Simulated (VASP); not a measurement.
# HPt3 in VASP: further runs

HPt3 is run at these levels: PBEsol; tasks: relaxation of the atoms.

All numbers are computed with VASP 6.6.1; they aren't measurements. Logs are shortened: lines on timing, memory, paths and dates and some standing lists are left out, and cuts for length are marked.

### 1 The cell of the first run

The cell holds a slab with vacuum, 4 atoms: a = 2.770 Å, b = 2.770 Å, c = 20.052 Å, α = 90.00°, β = 90.00°, γ = 120.00°.

### 2 Relaxation of the atoms, PBEsol

File INCAR:

```
  ALGO = Normal
  DIPOL = 0.5 0.5 0.359
  EDIFF = 1E-6
  EDIFFG = -0.025
  ENCUT = 520
  GGA = PS
  IBRION = 2
  IDIPOL = 3
  ISIF = 2
  ISMEAR = 0
  LASPH = T
  LCHARG = F
  LDIPOL = T
  LREAL = F
  LWAVE = F
  NELM = 60
  NSW = 36
  PREC = Accurate
  SIGMA = 0.1
```

File KPOINTS:

```
k-points
0
Gamma
  12 12 1
```

File POSCAR:

```
HPt3
1.0
    2.7704873139      0.0000000000      0.0000000000
   -1.3852436569      2.3993123947      0.0000000000
    0.0000000000      0.0000000000     20.0517698534
Pt H
3 1
Selective dynamics
Direct
    0.6666666667      0.3333333333      0.1994836381  F F F
    0.3333333333      0.6666666667      0.3129860846  F F F
    0.0000000000      0.0000000000      0.4264845406  F F F
    0.3333333333      0.1666666667      0.4953514333  F F T
```

Potentials or basis: VASP PAW PBE potentials, release 64 (Pt, H).

Command:

```sh
cat potpaw_PBE.64/Pt/POTCAR potpaw_PBE.64/H/POTCAR > POTCAR
mpirun -np 1 vasp_std > vasp.out
```

OUTCAR:

```text
EDIFF = 1E-6
   EDIFFG = -0.025
   ENCUT = 520
   GGA = PS
   IBRION = 2
   ISIF = 2
   ISMEAR = 0
   LASPH = T
   LREAL = F
   NELM = 60
   NSW = 36
   PREC = Accurate

 ion  position               nearest neighbor table
   1  0.667  0.333  0.199-   2 2.78   2 2.78   2 2.78
   2  0.333  0.667  0.313-   3 2.78   3 2.78   3 2.78   1 2.78   1 2.78   1 2.78
   3  0.000  0.000  0.426-   4 1.60   2 2.78   2 2.78   2 2.78
   4  0.333  0.167  0.495-   3 1.60

  LATTYP: Found a hexagonal cell.
 ALAT       =     2.7704873139
 C/A-ratio  =     7.2376327994

  Lattice vectors:

 A1 = (   2.7704873139,   0.0000000000,   0.0000000000)
 A2 = (  -1.3852436569,   2.3993123947,   0.0000000000)
 A3 = (   0.0000000000,   0.0000000000,  20.0517698534)

Analysis of symmetry for initial positions (statically):
=====================================================================
 Subroutine PRICEL returns:
 Original cell was already a primitive cell.

 Routine SETGRP: Setting up the symmetry group for a
 hexagonal supercell.

 Subroutine GETGRP returns: Found  2 space group operations
 (whereof  2 operations were pure point group operations)
 out of a pool of 24 trial point group operations.

The static configuration has the point symmetry C_1h.

Analysis of symmetry for dynamics (positions and initial velocities):
=====================================================================
 Subroutine PRICEL returns:
 Original cell was already a primitive cell.

 Routine SETGRP: Setting up the symmetry group for a
 hexagonal supercell.

 Subroutine GETGRP returns: Found  2 space group operations
 (whereof  2 operations were pure point group operations)
 out of a pool of 24 trial point group operations.

The dynamic configuration has the point symmetry C_1h.

Analysis of constrained symmetry for selective dynamics:
=====================================================================
 Subroutine PRICEL returns:
 Original cell was already a primitive cell.

 Routine SETGRP: Setting up the symmetry group for a
 hexagonal supercell.

 Subroutine GETGRP returns: Found  2 space group operations
 (whereof  2 operations were pure point group operations)
 out of a pool of 24 trial point group operations.

The constrained configuration has the point symmetry C_1h.

 Subroutine INISYM returns: Found  2 space group operations
 (whereof  2 operations are pure point group operations),
 and found     1 'primitive' translations

----------------------------------------------------------------------------------------

                                     Primitive cell

  volume of cell :     133.2894

  direct lattice vectors                    reciprocal lattice vectors
     2.770487314  0.000000000  0.000000000     0.360947330  0.208393038  0.000000000
    -1.385243657  2.399312395  0.000000000     0.000000000  0.416786077  0.000000000
     0.000000000  0.000000000 20.051769853     0.000000000  0.000000000  0.049870910

  length of vectors
     2.770487314  2.770487314 20.051769853     0.416786077  0.416786077  0.049870910

  position of ions in fractional coordinates (direct lattice)
     0.666666667  0.333333333  0.199483638
     0.333333333  0.666666667  0.312986085
     0.000000000  0.000000000  0.426484541
     0.333333333  0.166666667  0.495351433

  ion indices of the primitive-cell ions
   primitive index   ion index
                 1           1
                 2           2
                 3           3
                 4           4

----------------------------------------------------------------------------------------

 KPOINTS: k-points

Automatic generation of k-mesh.
 Grid dimensions read from file:
 generate k-points for:   12   12    1

 Generating k-lattice:

  Cartesian coordinates                     Fractional coordinates (reciprocal lattice)
     0.030078944  0.017366087  0.000000000     0.083333333 -0.000000000  0.000000000
     0.000000000  0.034732173  0.000000000     0.000000000  0.083333333  0.000000000
     0.000000000  0.000000000  0.049870910     0.000000000  0.000000000  1.000000000

  Length of vectors
     0.034732173  0.034732173  0.049870910

  Shift w.r.t. Gamma in fractional coordinates (k-lattice)
     0.000000000  0.000000000  0.000000000

 Subroutine IBZKPT returns following result:
 ===========================================

 Found     43 irreducible k-points:

 Following reciprocal coordinates:
            Coordinates               Weight
  0.000000  0.000000  0.000000      1.000000
  0.083333  0.000000  0.000000      2.000000
  0.000000  0.083333  0.000000      4.000000
  0.166667  0.000000  0.000000      2.000000
  0.000000  0.166667  0.000000      4.000000
  0.250000 -0.000000  0.000000      2.000000
[... 16 lines left out ...]
 -0.083333  0.416667  0.000000      4.000000
 -0.416667  0.333333  0.000000      4.000000
 [... further k-points ...]
   k-points           NKPTS =     43   k-points in BZ     NKDIM =     43   number of bands    NBANDS=     19
   number of dos      NEDOS =    301   number of ions     NIONS =      4
   total plane-waves  NPLWV =  86400
   dimension x,y,z NGX =    24 NGY =   24 NGZ =  150
   dimension x,y,z NGXF=    48 NGYF=   48 NGZF=  300
   ions per type =               3   1
   NGX,Y,Z   is equivalent  to a cutoff of  14.40, 14.40, 12.44 a.u.
   NGXF,Y,Z  is equivalent  to a cutoff of  28.80, 28.80, 24.87 a.u.
 SYSTEM =  unknown system
   PREC   = accura    normal or accurate (medium, high low for compatibility)
   ISTART =      0    job   : 0-new  1-cont  2-samecut
   ICHARG =      2    charge: 1-file 2-atom 10-const
   ISPIN  =      1    spin polarized calculation?
   LNONCOLLINEAR =      F non collinear calculations
   LSORBIT =      F    spin-orbit coupling
   LASPH  =      T    aspherical Exc in radial PAW
   ENCUT  =  520.0 eV  38.22 Ry    6.18 a.u.   5.15  5.15 37.28*2*pi/ulx,y,z
   NELM   =     60;   NELMIN=  2; NELMDL= -5     # of ELM steps
   EDIFF  = 0.1E-05   stopping-criterion for ELM
   LREAL  =      F    real-space projection
   EDIFFG = -.3E-01   stopping-criterion for IOM
   NSW    =     36    number of steps for IOM
   IBRION =      2    ionic relax: 0-MD 1-quasi-New 2-CG
   NFREE  =      1    steps in history (QN), initial steepest desc. (CG)
   ISIF   =      2    stress and relaxation
   ISYM   =      2    0-nonsym 1-usesym 2-fastsym
   POTIM  = 0.5000    time-step for ionic-motion
   TEBEG  =    0.0;   TEEND  =   0.0 temperature during run
   PSTRESS=    0.0 pullay stress
   NELECT =      31.0000    total number of electrons
   NUPDOWN=      -1.0000    fix difference up-down
   EMIN   =  10.00;   EMAX   =-10.00  energy-range for DOS
   EFERMI =   0.00;   METHOD = LEGACY
   ISMEAR =     0;   SIGMA  =   0.10  broadening in eV -4-tet -1-fermi 0-gaus
   EFERMI_NEDOS =   21; number of points for ismear=-14 and -15
   IALGO  =     38    algorithm
   IMIX   =      4    mixing-type and parameters
     AMIX     =   0.40;   BMIX     =  1.00
     AMIX_MAG =   1.60;   BMIX_MAG =  1.00
  volume/ion in A,a.u.               =      33.32       224.87
  Fermi-wavevector in a.u.,A,eV,Ry     =   1.006770  1.902519 13.790666  1.013585
  Thomas-Fermi vector in A             =   2.139533
   LORBIT       =      0    0 simple, 1 ext, 2 COOP (PROOUT), +10 PAW based schemes
   GGA     = PS    functional components
   LHFCALC =     F    Hartree Fock is set to
   AEXX    =    0.0000 exact exchange contribution
   IVDW    =     0    specifies the selected vdW correction
   LEPSILON=     F    determine dielectric tensor
   LRPA    =     F    only Hartree local field effects (RPA)
 conjugate gradient relaxation of ions
 non-spin polarized calculation
 Gauss-broadening in eV      SIGMA  =   0.10
  energy-cutoff  :      520.00
  volume of cell :      133.29
 maximum number of plane-waves:      3614
 NGX is ok and might be reduce to    24
   NGX = 11   NGY = 11   NGZ = 75

 dipolmoment           0.000000      0.000000      0.013456 electrons x Angstroem

--------------------------------------- Ionic step        1  -------------------------------------------

 number of electron      31.0000004 magnetization

 Free energy of the ion-electron system (eV)
  ---------------------------------------------------
  ext. energy  EPLUGINS =         0.00000000
  ---------------------------------------------------
  free energy    TOTEN  =       -23.09909353 eV

  energy without entropy =      -23.07399101  energy(sigma->0) =      -23.08654227

------------------------ aborting loop because EDIFF is reached ----------------------------------------

  FORCE on cell =-STRESS in cart. coord.  units (eV):
  Direction    XX          YY          ZZ          XY          YZ          ZX
  --------------------------------------------------------------------------------------
  -------------------------------------------------------------------------------------
  Total       -3.9985356     -3.6982651      0.4091248     -0.2600419     -0.0535795     -0.0928034
  in kB      -48.0635538    -44.4542148      4.9177978     -3.1257793     -0.6440406     -1.1155232
  external PRESSURE =     -29.1999903 kB  Pullay stress =       0.0000000 kB
[... 61 lines left out ...]
  energy  without entropy=      -23.0750428664  energy(sigma->0) =      -23.08754748

--------------------------------------- Ionic step        3  -------------------------------------------

 number of electron      31.0000005 magnetization

 dipolmoment           0.000000      0.000000     -0.031409 electrons x Angstroem

 Free energy of the ion-electron system (eV)
  ---------------------------------------------------
  ext. energy  EPLUGINS =         0.00000000
  ---------------------------------------------------
  free energy    TOTEN  =       -23.10021389 eV

  energy without entropy =      -23.07526155  energy(sigma->0) =      -23.08773772

 E-fermi :   0.3394     XC(G=0):  -5.7056

 val. band max:        0.3306813584   @ k =   0.3333  -0.0000   0.0000
 cond. band min:       0.3671603395   @ k =   0.4167   0.1667   0.0000
 fundamental gap:      0.0364789811
 Fermi energy:         0.3393698269

 k-point     1 :       0.0000    0.0000    0.0000
  band No.  band energies     occupation
      1      -9.3043      2.00000
      2      -7.7817      2.00000
      3      -6.7646      2.00000
      4      -5.2530      2.00000
      5      -3.4185      2.00000
      6      -3.2976      2.00000
[... 11 lines left out ...]
     18       0.2617      1.72808
     19       0.4597      0.08892
[... 489 lines left out ...]
      3      -5.4305      2.00000
      4      -5.3076      2.00000
      5      -4.6802      2.00000
      6      -3.8327      2.00000
[... 11 lines left out ...]
     18       2.4358      0.00000
     19       5.2917      0.00000

 [... further k-points ...]

------------------------ aborting loop because EDIFF is reached ----------------------------------------

 vacuum level on the upper side and lower side of the slab       (xc-potential included)        -0.490         0.291

  FORCE on cell =-STRESS in cart. coord.  units (eV):
  Direction    XX          YY          ZZ          XY          YZ          ZX
  --------------------------------------------------------------------------------------
  -------------------------------------------------------------------------------------
  Total       -3.9310148     -3.6702005      0.6752003     -0.2258718      0.0117196      0.0202982
  in kB      -47.2519335    -44.1168710      8.1161022     -2.7150438      0.1408733      0.2439902
  external PRESSURE =     -27.7509008 kB  Pullay stress =       0.0000000 kB

 VOLUME and BASIS-vectors are now :
 -----------------------------------------------------------------------------
  energy-cutoff  :      520.00
  volume of cell :      133.29
      direct lattice vectors                 reciprocal lattice vectors
     2.770487314  0.000000000  0.000000000     0.360947330  0.208393038  0.000000000
    -1.385243657  2.399312395  0.000000000     0.000000000  0.416786077  0.000000000
     0.000000000  0.000000000 20.051769853     0.000000000  0.000000000  0.049870910
[... 10 lines left out ...]
  FREE ENERGIE OF THE ION-ELECTRON SYSTEM (eV)
  ---------------------------------------------------
  free  energy   TOTEN  =       -23.1002138893 eV

  energy  without entropy=      -23.0752615527  energy(sigma->0) =      -23.08773772

 reached required accuracy - stopping structural energy minimisation

 vacuum level on the upper side and lower side of the slab         5.231         6.029
```

Run time: 2.7 min. Hardware: 1 thread of Intel Xeon Platinum 8559C (Emerald Rapids), shared host; peak memory 0.33 GiB.

Results:

```yaml
Free_energy: -23.1002 eV
Energy_gained_by_relaxing: 0.3 meV/atom
Ionic_steps: 3
Band_gap_on_the_k_mesh: zero (an odd number of electrons rules out a gap without spin polarisation)
```

Step by step:
| step | energy change (eV) | largest force on free atoms (eV/Å) | pressure (GPa) |
| --- | --- | --- | --- |
| 1 | 0.0000 | 0.1692 | -2.92 |
| 2 | -0.0010 | 0.0648 | -2.83 |
| 3 | -0.0011 | 0.0015 | -2.78 |

Final structure:
```cif
data_structure
_symmetry_space_group_name_H-M 'P 1'
_symmetry_Int_Tables_number 1
_cell_length_a 2.7705
_cell_length_b 2.7705
_cell_length_c 20.0518
_cell_angle_alpha 90.000
_cell_angle_beta 90.000
_cell_angle_gamma 120.000
_cell_volume 133.29
loop_
_atom_site_label
_atom_site_type_symbol
_atom_site_fract_x
_atom_site_fract_y
_atom_site_fract_z
_atom_site_occupancy
Pt1 Pt 0.66667 0.33333 0.19948 1
Pt2 Pt 0.33333 0.66667 0.31299 1
Pt3 Pt 0.00000 0.00000 0.42648 1
H1 H 0.33333 0.16667 0.49469 1
```

Levels at points of the mesh, in eV from the Fermi level:
```csv
k point,band 11,band 12,band 13,band 14,band 15,band 16,band 17,band 18,band 19
"(0.00, 0.00, 0.00)",-3.04,-2.81,-1.57,-1.56,-1.07,-0.96,-0.14,-0.08,0.12
"(0.50, 0.00, 0.00)",-0.63,-0.28,0.12,0.16,0.33,0.64,2.36,2.73,3.92
"(0.00, 0.50, 0.00)",-0.99,-0.26,0.11,0.30,0.64,0.70,1.62,2.83,3.35
```

Caveat: the PAW data sets were made with another functional, which shifts forces and pressure a little; spin-orbit coupling is left out, which moves the levels of the heavy elements.

### 3 Relaxation of the atoms, PBEsol

Changes to INCAR since step 2:

```diff
@@ -1,4 +1,4 @@
   ALGO = Normal
-  DIPOL = 0.5 0.5 0.359
-  EDIFF = 1E-6
+  DIPOL = 0.5 0.5 0.352
+  EDIFF = 1E-7
   EDIFFG = -0.025
@@ -15,3 +15,3 @@
   LWAVE = F
-  NELM = 60
+  NELM = 80
   NSW = 36
```

KPOINTS is that of step 2.

Changes to POSCAR since step 2:

```diff
@@ -12,2 +12,2 @@
     0.0000000000      0.0000000000      0.4264845406  F F F
-    0.3333333333      0.1666666667      0.4953514333  F F T
+    0.0000000000      0.5000000000      0.4684211422  F F T
```

Potentials or basis: VASP PAW PBE potentials, release 64 (Pt, H).

Command:

```sh
cat potpaw_PBE.64/Pt/POTCAR potpaw_PBE.64/H/POTCAR > POTCAR
mpirun -np 1 vasp_std > vasp.out
```

It took 6 min on 1 thread of Intel Xeon Platinum 8488C (Sapphire Rapids), shared host; peak memory 0.35 GiB.

The run converged. Its results:

| Property | Result |
| --- | --- |
| Free energy | -23.1587 eV |
| Energy gained by relaxing | 59.6 meV/atom |
| Ionic steps | 3 |
| Band gap on the k mesh | zero (an odd number of electrons rules out a gap without spin polarisation) |

The path:
| step | energy change (eV) | largest force on free atoms (eV/Å) | pressure (GPa) |
| --- | --- | --- | --- |
| 1 | 0.0000 | 1.9313 | 0.46 |
| 2 | -0.1461 | 1.2005 | -0.61 |
| 3 | -0.2384 | 0.0221 | -2.14 |

Final structure:
```yaml
crystal:
  lattice:
    - [2.77049, 0.00000, 0.00000]
    - [-1.38524, 2.39931, 0.00000]
    - [0.00000, 0.00000, 20.05177]
  atoms:
    - { symbol: Pt, position: [0.66667, 0.33333, 0.19948] }
    - { symbol: Pt, position: [0.33333, 0.66667, 0.31299] }
    - { symbol: Pt, position: [0.00000, 0.00000, 0.42648] }
    - { symbol: H, position: [0.00000, 0.50000, 0.48070] }
```

Levels at points of the mesh, in eV from the Fermi level:
```tsv
k point	band 13	band 14	band 15	band 16	band 17	band 18
(0.00, 0.00, 0.00)	-1.72	-1.50	-1.08	-0.92	-0.11	-0.07
(0.50, 0.00, 0.00)	0.06	0.32	0.64	0.65	1.39	2.66
(0.00, 0.50, 0.00)	0.00	0.04	0.31	0.65	2.19	2.83
```

Caveat: the PAW data sets were made with another functional, which shifts forces and pressure a little; spin-orbit coupling is left out, which moves the levels of the heavy elements.
